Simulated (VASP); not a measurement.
# HfB2 (P6/mmm) in VASP: a series of runs

Runs on HfB2. Level: PBE. Tasks: relaxation of cell and atoms.

All numbers are computed with VASP 6.6.1; they aren't measurements. Logs are shortened: lines on timing, memory, paths and dates and some standing lists are left out, and cuts for length are marked.

## Step 1: The cell of the first run

Symmetry: P6/mmm, No. 191, hexagonal system. Conventional cell: a = 3.140 Å, b = 3.140 Å, c = 3.480 Å, α = 90.00°, β = 90.00°, γ = 120.00°. Within 3.3 Å of Hf (site symmetry 6/mmm) lie 12 B at 2.51 Å and 6 Hf at 3.14 Å. Within 2.4 Å of B (site symmetry -6m2) lie 3 B at 1.81 Å.

## Step 2: Relaxation of cell and atoms, PBE, target pressure 20 GPa, at which the enthalpy is minimised

INCAR reads:

```
SYSTEM = HfB2
  ALGO = Normal
  EDIFF = 1E-6
  EDIFFG = -0.02
  ENCUT = 600
  GGA = PE
  IBRION = 2
  ISIF = 3
  ISMEAR = -1
  LASPH = .True.
  LCHARG = .False.
  LREAL = .False.
  LWAVE = .False.
  NELM = 60
  NSW = 80
  PREC = Accurate
  PSTRESS = 200.0
  SIGMA = 0.05
```

KPOINTS reads:

```
k-points
0
Gamma
  11 11 9
  0 0 0
```

POSCAR reads:

```
HfB2
1.0
    3.1400000000      0.0000000000      0.0000000000
   -1.5700000000      2.7193200000      0.0000000000
    0.0000000000      0.0000000000      3.4800000000
Hf B
1 2
Direct
    0.0000000000      0.0000000000      0.0000000000
    0.3333333333      0.6666666667      0.5000000000
    0.6666666667      0.3333333333      0.5000000000
```

Potentials or basis: VASP PAW PBE potentials, release 64 (Hf_pv, B).

On the command line:

```sh
> cat potpaw_PBE.64/Hf_pv/POTCAR potpaw_PBE.64/B/POTCAR > POTCAR
> mpirun -np 1 vasp_std > vasp.out
```

OUTCAR:

```text
SYSTEM = HfB2
   EDIFF = 1E-6
   EDIFFG = -0.02
   ENCUT = 600
   GGA = PE
   IBRION = 2
   ISIF = 3
   ISMEAR = -1
   LASPH = .True.
   LREAL = .False.
   NELM = 60
   NSW = 80
   PREC = Accurate
   PSTRESS = 200.0

 ion  position               nearest neighbor table
   1  0.000  0.000  0.000-   2 2.51   3 2.51   2 2.51   3 2.51   3 2.51   3 2.51   2 2.51   2 2.51
                             3 2.51   3 2.51   2 2.51   2 2.51
   2  0.333  0.667  0.500-   3 1.81   3 1.81   3 1.81   1 2.51   1 2.51   1 2.51   1 2.51   1 2.51
                             1 2.51
   3  0.667  0.333  0.500-   2 1.81   2 1.81   2 1.81   1 2.51   1 2.51   1 2.51   1 2.51   1 2.51
                             1 2.51

  LATTYP: Found a hexagonal cell.
 ALAT       =     3.1400000000
 C/A-ratio  =     1.1082802548

  Lattice vectors:

 A1 = (   3.1400000000,   0.0000000000,   0.0000000000)
 A2 = (  -1.5700000000,   2.7193200000,   0.0000000000)
 A3 = (   0.0000000000,   0.0000000000,   3.4800000000)

Analysis of symmetry for initial positions (statically):
=====================================================================
 Subroutine PRICEL returns:
 Original cell was already a primitive cell.

 Routine SETGRP: Setting up the symmetry group for a
 hexagonal supercell.

 Subroutine GETGRP returns: Found 24 space group operations
 (whereof 24 operations were pure point group operations)
 out of a pool of 24 trial point group operations.

The static configuration has the point symmetry D_6h.

Analysis of symmetry for dynamics (positions and initial velocities):
=====================================================================
 Subroutine PRICEL returns:
 Original cell was already a primitive cell.

 Routine SETGRP: Setting up the symmetry group for a
 hexagonal supercell.

 Subroutine GETGRP returns: Found 24 space group operations
 (whereof 24 operations were pure point group operations)
 out of a pool of 24 trial point group operations.

The dynamic configuration has the point symmetry D_6h.

 Subroutine INISYM returns: Found 24 space group operations
 (whereof 24 operations are pure point group operations),
 and found     1 'primitive' translations

----------------------------------------------------------------------------------------

                                     Primitive cell

  volume of cell :      29.7146

  direct lattice vectors                    reciprocal lattice vectors
     3.140000000  0.000000000  0.000000000     0.318471338  0.183869497  0.000000000
    -1.570000000  2.719320000  0.000000000     0.000000000  0.367738994  0.000000000
     0.000000000  0.000000000  3.480000000     0.000000000  0.000000000  0.287356322

  length of vectors
     3.140000000  3.140000201  3.480000000     0.367739017  0.367738994  0.287356322

  position of ions in fractional coordinates (direct lattice)
     0.000000000  0.000000000  0.000000000
     0.333333333  0.666666667  0.500000000
     0.666666667  0.333333333  0.500000000

  ion indices of the primitive-cell ions
   primitive index   ion index
                 1           1
                 2           2
                 3           3

----------------------------------------------------------------------------------------

 KPOINTS: k-points

Automatic generation of k-mesh.
 Grid dimensions read from file:
 generate k-points for:   11   11    9

 Generating k-lattice:

  Cartesian coordinates                     Fractional coordinates (reciprocal lattice)
     0.028951940  0.016715409  0.000000000     0.090909091  0.000000000  0.000000000
     0.000000000  0.033430818  0.000000000     0.000000000  0.090909091  0.000000000
     0.000000000  0.000000000  0.031928480     0.000000000  0.000000000  0.111111111

  Length of vectors
     0.033430820  0.033430818  0.031928480

  Shift w.r.t. Gamma in fractional coordinates (k-lattice)
     0.000000000  0.000000000  0.000000000

 Subroutine IBZKPT returns following result:
 ===========================================

 Found     80 irreducible k-points:

 Following reciprocal coordinates:
            Coordinates               Weight
  0.000000  0.000000  0.000000      1.000000
  0.090909  0.000000  0.000000      6.000000
  0.181818  0.000000  0.000000      6.000000
  0.272727  0.000000  0.000000      6.000000
  0.363636  0.000000  0.000000      6.000000
  0.454545  0.000000  0.000000      6.000000
[... 16 lines left out ...]
  0.090909  0.090909  0.111111     12.000000
  0.181818  0.090909  0.111111     24.000000
 [... further k-points ...]
   k-points           NKPTS =     80   k-points in BZ     NKDIM =     80   number of bands    NBANDS=     12
   number of dos      NEDOS =    301   number of ions     NIONS =      3
   total plane-waves  NPLWV =  21952
   dimension x,y,z NGX =    28 NGY =   28 NGZ =   28
   dimension x,y,z NGXF=    56 NGYF=   56 NGZF=   56
   ions per type =               1   2
   NGX,Y,Z   is equivalent  to a cutoff of  14.82, 14.82, 13.38 a.u.
   NGXF,Y,Z  is equivalent  to a cutoff of  29.65, 29.65, 26.75 a.u.
 SYSTEM =  HfB2
   PREC   = accura    normal or accurate (medium, high low for compatibility)
   ISTART =      0    job   : 0-new  1-cont  2-samecut
   ICHARG =      2    charge: 1-file 2-atom 10-const
   ISPIN  =      1    spin polarized calculation?
   LNONCOLLINEAR =      F non collinear calculations
   LSORBIT =      F    spin-orbit coupling
   LASPH  =      T    aspherical Exc in radial PAW
   ENCUT  =  600.0 eV  44.10 Ry    6.64 a.u.   6.27  6.27  6.95*2*pi/ulx,y,z
   NELM   =     60;   NELMIN=  2; NELMDL= -5     # of ELM steps
   EDIFF  = 0.1E-05   stopping-criterion for ELM
   LREAL  =      F    real-space projection
   EDIFFG = -.2E-01   stopping-criterion for IOM
   NSW    =     80    number of steps for IOM
   IBRION =      2    ionic relax: 0-MD 1-quasi-New 2-CG
   NFREE  =      1    steps in history (QN), initial steepest desc. (CG)
   ISIF   =      3    stress and relaxation
   ISYM   =      2    0-nonsym 1-usesym 2-fastsym
   POTIM  = 0.5000    time-step for ionic-motion
   TEBEG  =    0.0;   TEEND  =   0.0 temperature during run
   PSTRESS=  200.0 pullay stress
   NELECT =      16.0000    total number of electrons
   NUPDOWN=      -1.0000    fix difference up-down
   EMIN   =  10.00;   EMAX   =-10.00  energy-range for DOS
   EFERMI =   0.00;   METHOD = LEGACY
   ISMEAR =    -1;   SIGMA  =   0.05  broadening in eV -4-tet -1-fermi 0-gaus
   EFERMI_NEDOS =   21; number of points for ismear=-14 and -15
   IALGO  =     38    algorithm
   IMIX   =      4    mixing-type and parameters
     AMIX     =   0.40;   BMIX     =  1.00
     AMIX_MAG =   1.60;   BMIX_MAG =  1.00
  volume/ion in A,a.u.               =       9.90        66.84
  Fermi-wavevector in a.u.,A,eV,Ry     =   1.331860  2.516850 24.134692  1.773850
  Thomas-Fermi vector in A             =   2.460838
   LORBIT       =      0    0 simple, 1 ext, 2 COOP (PROOUT), +10 PAW based schemes
   GGA     = PE    functional components
   LHFCALC =     F    Hartree Fock is set to
   AEXX    =    0.0000 exact exchange contribution
   IVDW    =     0    specifies the selected vdW correction
   LEPSILON=     F    determine dielectric tensor
   LRPA    =     F    only Hartree local field effects (RPA)
 conjugate gradient relaxation of ions
 non-spin polarized calculation
  energy-cutoff  :      600.00
  volume of cell :       29.71
 maximum number of plane-waves:      1016
 NGX is ok and might be reduce to    28
   NGX = 13   NGY = 13   NGZ = 13

--------------------------------------- Ionic step        1  -------------------------------------------

 number of electron      15.9999999 magnetization

 Free energy of the ion-electron system (eV)
  ---------------------------------------------------
  ext. energy  EPLUGINS =         0.00000000
  ---------------------------------------------------
  free energy    TOTEN  =       -26.40777801 eV

  energy without entropy =      -26.40650319  energy(sigma->0) =      -26.40714060

------------------------ aborting loop because EDIFF is reached ----------------------------------------

  FORCE on cell =-STRESS in cart. coord.  units (eV):
  Direction    XX          YY          ZZ          XY          YZ          ZX
  --------------------------------------------------------------------------------------
  -------------------------------------------------------------------------------------
  Total        0.1507223      0.1507224      0.2236900      0.0000000      0.0000000     -0.0000000
  in kB        8.1267896      8.1267910     12.0611307      0.0000000      0.0000000     -0.0000000
  external PRESSURE =    -190.5617629 kB  Pullay stress =     200.0000000 kB
[... 297 lines left out ...]
  enthalpy is  TOTEN    =       -22.8161442680 eV   P V=        3.4798071012

--------------------------------------- Ionic step        9  -------------------------------------------

 number of electron      16.0000001 magnetization

 Free energy of the ion-electron system (eV)
  ---------------------------------------------------
  ext. energy  EPLUGINS =         0.00000000
  ---------------------------------------------------
  free energy    TOTEN  =       -26.29056544 eV

  energy without entropy =      -26.28942992  energy(sigma->0) =      -26.28999768

 E-fermi :   8.1587     XC(G=0): -12.9077

 val. band max:        8.0372384049   @ k =   0.0000   0.0000   0.2222
 cond. band min:       8.1801847330   @ k =   0.2727   0.1818   0.0000
 fundamental gap:      0.1429463281
 Fermi energy:         8.1586612775

 k-point     1 :       0.0000    0.0000    0.0000
  band No.  band energies     occupation
      1     -22.2316      2.00000
      2     -21.6496      2.00000
      3     -21.6496      2.00000
      4      -5.9278      2.00000
      5       5.0369      2.00000
      6       5.1325      2.00000
      7       5.1325      2.00000
      8       5.4760      2.00000
      9      12.5550      0.00000
     10      12.5550      0.00000
     11      13.2510      0.00000
     12      13.2510      0.00000
[... 331 lines left out ...]
 k-point    24 :       0.1818    0.0909    0.1111
  band No.  band energies     occupation
      1     -22.1943      2.00000
      2     -22.0924      2.00000
      3     -21.7674      2.00000
      4      -4.5092      2.00000
      5       2.7391      2.00000
      6       3.9595      2.00000
      7       4.6114      2.00000
      8       6.6755      2.00000
      9       9.2211      0.00000
     10      11.8944      0.00000
     11      12.6113      0.00000
     12      13.6327      0.00000

 [... further k-points ...]

------------------------ aborting loop because EDIFF is reached ----------------------------------------

  FORCE on cell =-STRESS in cart. coord.  units (eV):
  Direction    XX          YY          ZZ          XY          YZ          ZX
  --------------------------------------------------------------------------------------
  -------------------------------------------------------------------------------------
  Total        3.4757568      3.4757575      3.4722266      0.0000000      0.0000000     -0.0000000
  in kB      200.0808481    200.0808870    199.8776350      0.0000000      0.0000000     -0.0000000
  external PRESSURE =       0.0131234 kB  Pullay stress =     200.0000000 kB
[... 18 lines left out ...]
  FREE ENERGIE OF THE ION-ELECTRON SYSTEM (eV)
  ---------------------------------------------------
  free  energy   TOTEN  =       -26.2905654431 eV

  energy  without entropy=      -26.2894299158  energy(sigma->0) =      -26.28999768

  enthalpy is  TOTEN    =       -22.8162131032 eV   P V=        3.4743523398

 reached required accuracy - stopping structural energy minimisation
```

Run time: 2 min. Hardware: 1 thread of Intel Xeon 6455B, shared host; peak memory 0.2 GiB.

Results:

```yaml
Free_energy: -26.2906 eV
Relaxed_volume: 9.28 Å³/atom
Relaxed_cell: a = 3.076 Å, b = 3.076 Å, c = 3.397 Å, α = 90.00°, β = 90.00°, γ = 120.00°
Space_group_after_relaxing_to_0.05_Å: P6/mmm (No. 191)
Energy_change_on_relaxing_the_enthalpy_is_what_falls: +39.1 meV/atom
Ionic_steps: 9
Pressure_after_relaxing: 20.0 GPa
Band_gap_on_the_k_mesh: zero (band 8 reaches 9.01 eV, above the bottom of band 9 at 7.64 eV)
```

Step by step:
```tsv
step	energy change (eV)	largest force (eV/Å)	pressure (GPa)	volume (Å³)
1	0.0000	0.0000	0.94	29.71
2	0.8503	0.0000	64.45	24.93
3	0.1094	0.0000	19.33	27.90
4	0.1155	0.0000	19.88	27.85
5	0.1201	0.0000	20.32	27.81
6	0.1209	0.0000	20.36	27.80
7	0.1208	0.0000	20.36	27.80
8	0.1118	0.0000	19.50	27.88
9	0.1172	0.0000	20.00	27.83
```

Final structure:
```cif
data_structure
_symmetry_space_group_name_H-M 'P 1'
_symmetry_Int_Tables_number 1
_cell_length_a 3.0758
_cell_length_b 3.0758
_cell_length_c 3.3971
_cell_angle_alpha 90.000
_cell_angle_beta 90.000
_cell_angle_gamma 120.000
_cell_volume 27.83
loop_
_atom_site_label
_atom_site_type_symbol
_atom_site_fract_x
_atom_site_fract_y
_atom_site_fract_z
_atom_site_occupancy
Hf1 Hf 0.00000 0.00000 0.00000 1
B1 B 0.33333 0.66667 0.50000 1
B2 B 0.66667 0.33333 0.50000 1
```

Levels at points of the mesh, in eV from the Fermi level:
```tsv
k point	band 6	band 7	band 8	band 9	band 10	band 11
(0.00, 0.00, 0.00)	-3.03	-3.03	-2.68	4.40	4.40	5.09
```

Caveat: the cell is relaxed towards a set pressure, so the enthalpy falls and the energy may rise; spin-orbit coupling is left out, which moves the levels of the heavy elements.

[end of part 1 of 2]
